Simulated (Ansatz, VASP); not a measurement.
**One calculation of Ni, two programs**

```xyz
1
Lattice="0.0000 1.5348 1.5348 1.5348 0.0000 1.5348 1.5348 1.5348 0.0000" Properties=species:S:1:pos:R:3 pbc="T T T"
Ni    0.0000    0.0000    0.0000
```

Change from the starting cell: volume scaled by 0.72, PAW files.

Alike in both runs: task single point; functional LDA; k mesh 18 × 18 × 18; occupations fermi-dirac, width 0.08 eV; collinear spin.

|  | VASP | Ansatz |
| --- | --- | --- |
| version | VASP 6.6.1 | Ansatz 0.2.0 |
| potentials or method | VASP PAW LDA potentials, release 64 (Ni) | PAW with Ansatz's default frozen-core files, scalar-relativistic |
| plane-wave cutoff (eV) | 520 | 420 |
| valence electrons in the cell | 10 | 18 |

|  | VASP | Ansatz | Ansatz less VASP |
| --- | --- | --- | --- |
| pressure (GPa) | 181.5 | 181.9 | +0.46 |
| net moment per atom (μB) | 0.36 | 0.43 | +0.069 |
| size of the moment on the site where the two differ most (μB) | 0.34 | 0.44 | +0.096 |

LDA's correlation is that of Perdew and Zunger in VASP and of Perdew and Wang (1992) in Ansatz. Site moments also hang on the region over which each program counts them. Both programs put the cell under a high pressure, so it lies far from rest at this level. VASP's potentials hold 10 valence electrons a cell and Ansatz's 18, so a difference there can come from the potentials and not from the codes.

Noted on VASP's run: the cell as given lies far from equilibrium.
